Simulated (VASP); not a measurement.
NaW: relaxation of cell and atoms with PBE

Crystal: NaW.

```
Na W
1.0
     2.76884    0.00000    0.00000
    -1.38442    2.39788    0.00000
     0.00000    0.00000   11.36601
Na W
2 2
Direct
  0.00000 0.00000 0.00000
  0.00000 0.00000 0.50000
  0.33333 0.66667 0.25000
  0.66667 0.33333 0.75000
```

The cell was generated, and may not be a known phase.

```yaml
Program: VASP 6.6.1
Task: relaxation of cell and atoms
Functional: PBE
Potentials_or_basis: VASP PAW PBE potentials, release 64 (Na_pv, W_sv)
Cutoff: 600 eV
k_mesh: 18 × 18 × 4
Occupations: gaussian, width 0.1 eV
Spin: no spin polarisation
Dipole_correction: no
Further_INCAR_settings: ALGO = Fast; EDIFF = 1e-06; IBRION = 2; EDIFFG = -0.01; NSW = 100; ISIF = 3
```

| Quantity | Value |
| --- | --- |
| Relaxed volume | 18.95 Å³/atom |
| Relaxed cell | a = 2.769 Å, b = 2.769 Å, c = 11.410 Å, α = 90.00°, β = 90.00°, γ = 120.00° |
| Space group after relaxing (to 0.1 Å) | P6_3/mmc (No. 194) |
| Energy gained by relaxing | 0.1 meV/atom |
| Ionic steps | 2 |
| Pressure after relaxing | 0.0 GPa |
| Band gap on the k mesh | zero (bands 21 and 22 overlap by 2.88 eV) |

Stress tensor (GPa, compression positive):
```
-0.07  0.00  0.00
 0.00 -0.07  0.00
 0.00  0.00  0.01
```

The path:
```
step  energy change (eV)  largest force (eV/Å)  pressure (GPa)  volume (Å³)
   1              0.0000                0.0000            0.25        75.46
   2             -0.0006                0.0000           -0.04        75.79
```

Final structure:
```
CELL_PARAMETERS angstrom
2.76947 0.00000 0.00000
-1.38474 2.39843 0.00000
0.00000 0.00000 11.40963
ATOMIC_POSITIONS crystal
Na 0.00000 0.00000 0.00000
Na 0.00000 0.00000 0.50000
W 0.33333 0.66667 0.25000
W 0.66667 0.33333 0.75000
```

Levels at points of the mesh, in eV from the Fermi level:
```tsv
k point	band 19	band 20	band 21	band 22	band 23	band 24	band 25
(0.00, 0.00, 0.00)	-2.16	-0.72	0.04	0.04	0.04	0.04	2.86
(0.50, 0.00, 0.00)	-0.19	0.03	1.63	1.96	2.13	2.13	2.82
(0.00, 0.00, 0.50)	-1.51	-1.51	0.04	0.04	0.04	0.04	3.37
(0.50, 0.00, 0.50)	-0.07	-0.07	1.68	1.68	2.13	2.13	3.58
```

Run time: 6.8 min on 1 thread of Oxide Virtual Turin-like Processor, on a shared host, peak memory 0.35 GiB.

Caveat: spin-orbit coupling is left out, which moves the levels of the heavy elements.
